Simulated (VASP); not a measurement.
Input of a VASP 6.6.1 run:

Contents of POSCAR:

```
HCl
1.0
    0.0000000000      2.5185000000      2.5185000000
    2.5185000000      0.0000000000      2.5185000000
    2.5185000000      2.5185000000      0.0000000000
H Cl
1 1
Direct
    0.0000000000      0.0000000000      0.0000000000
    0.5000000000      0.5000000000      0.5000000000
```

File INCAR.step1:

```
PREC = Accurate ; ENCUT = 520
ISMEAR = 0 ; SIGMA = 0.15
LREAL = F ; LASPH = T
NELM = 100 ; NBANDS = 11
GGA = PE ; ALGO = Normal
EDIFF = 1E-4 ; LWAVE = T
LCHARG = F
```

File INCAR.step2:

```
PREC = Accurate ; ENCUT = 520
EDIFF = 1E-7 ; ISMEAR = 0
SIGMA = 0.15 ; LREAL = F
LASPH = T ; NELM = 100
ALGO = Normal ; ISIF = 2
LWAVE = F ; LCHARG = F
METAGGA = R2SCAN ; LMIXTAU = T
NBANDS = 11 ; ISTART = 1
```

File KPOINTS:

```
regular mesh
0
Gamma
  16 16 16
```

Potentials or basis: VASP PAW PBE potentials, release 64 (H, Cl).

Run with:

```console
$ cat potpaw_PBE.64/H/POTCAR potpaw_PBE.64/Cl/POTCAR > POTCAR
$ cp INCAR.step1 INCAR
$ mpirun -np 1 vasp_std > vasp.out
$ cp INCAR.step2 INCAR
$ mpirun -np 1 vasp_std > vasp.out
```

(1) Predict the band gap on the k mesh.

(2) Predict the pressure.

Answers

(1) zero (bands 4 and 5 overlap by 0.28 eV).

(2) -10.1 GPa.

Caveat: the cell differs from its parent crystal (strain -0.080 along x and y, -0.080 along z); the cell stands under tension; the PAW data sets were made with another functional, which shifts forces and pressure a little.
